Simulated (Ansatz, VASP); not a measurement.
KBr in VASP and in Ansatz

Contents of INCAR:

```
ALGO = Normal
EDIFF = 1E-7
ENCUT = 520
GGA = PS
ISIF = 2
ISMEAR = 0
LASPH = T
LCHARG = F
LREAL = F
LWAVE = F
NBANDS = 15
NELM = 80
PREC = Accurate
SIGMA = 0.05
```

The input KPOINTS:

```
k-points
0
Gamma
  8 8 8
```

File POSCAR:

```
KBr
1.0
    0.7982668542      3.7187553452      3.7187553452
    3.7187553452      0.7982668542      3.7187553452
    3.7187553452      3.7187553452      0.7982668542
K Br
1 1
Direct
    0.0000000000      0.0000000000      0.0000000000
    0.5000000000      0.5000000000      0.5000000000
```

Input for Ansatz:

```yaml
crystal:
  lattice:
    - [0.7982668542, 3.7187553452, 3.7187553452]
    - [3.7187553452, 0.7982668542, 3.7187553452]
    - [3.7187553452, 3.7187553452, 0.7982668542]
  atoms:
    - { symbol: K, position: [0.0, 0.0, 0.0] }
    - { symbol: Br, position: [0.5, 0.5, 0.5] }
basis:
  ecutwfc: 420
kpoints:
  mp_grid: { grid: [8, 8, 8] }
hamiltonian:
  xc: pbesol
scf:
  occupations: { method: gaussian, width: 0.05 }
output:
  forces: true
  stress: true
  eigenvalues: true
```

Alike in both runs: task single point; functional PBEsol; k mesh 8 × 8 × 8; occupations gaussian, width 0.05 eV; no spin polarisation.

|  | VASP | Ansatz |
| --- | --- | --- |
| version | VASP 6.6.1 | Ansatz 0.2.0 |
| potentials or method | VASP PAW PBE potentials, release 64 (K_sv, Br), cutoff 520 eV | scalar-relativistic, plane waves, PAW |
| valence electrons in the cell | 16 | 16 |

```csv
,VASP,Ansatz,Ansatz less VASP
gap on the k mesh at the Fermi level (eV),3.09,3.09,+0.003
least direct gap on the mesh (eV),3.09,3.09,+0.003
pressure (GPa),-0.7,-0.7,-0.04
"traceless stress, the component that is largest in VASP (GPa)",-2.25,-2.26,-0.009
```

VASP's potentials were made for PBE, not for PBEsol.
